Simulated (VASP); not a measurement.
A run of VASP 6.6.1:

File INCAR:

```
SYSTEM = Sb
  PREC = Accurate
  ENCUT = 600
  EDIFF = 1E-7
  ISMEAR = -1
  SIGMA = 0.05
  LREAL = .FALSE.
  LASPH = .TRUE.
  NELM = 100
  ALGO = Normal
  ISIF = 3
  LWAVE = .FALSE.
  LCHARG = .FALSE.
  GGA = PE
  IBRION = 2
  NSW = 60
  EDIFFG = -0.005
```

KPOINTS

```
regular mesh
0
G
  11 11 11
  0 0 0
```

File POSCAR:

```
Sb
1.0
    0.0000000000      3.2710663102      3.2710663102
    3.2710663102      0.0000000000      3.2710663102
    3.2710663102      3.2710663102      0.0000000000
Sb
2
Direct
   -0.1250000000     -0.1250000000     -0.1250000000
    0.1250000000      0.1250000000      0.1250000000
```

Potentials or basis: VASP PAW PBE potentials, release 64 (Sb).

Command:

```sh
$ cat potpaw_PBE.64/Sb/POTCAR > POTCAR
$ mpirun -np 1 vasp_std > vasp.out
```

Hardware: 1 thread of AMD EPYC 7R13, with other jobs on the host.

Task: Estimate the wall time of this run.

Result: Wall time 3.7 min on 1 thread of AMD EPYC 7R13, on a shared host, peak memory 0.24 GiB. Counts: scf iterations 44, k points 56, ion steps 5.
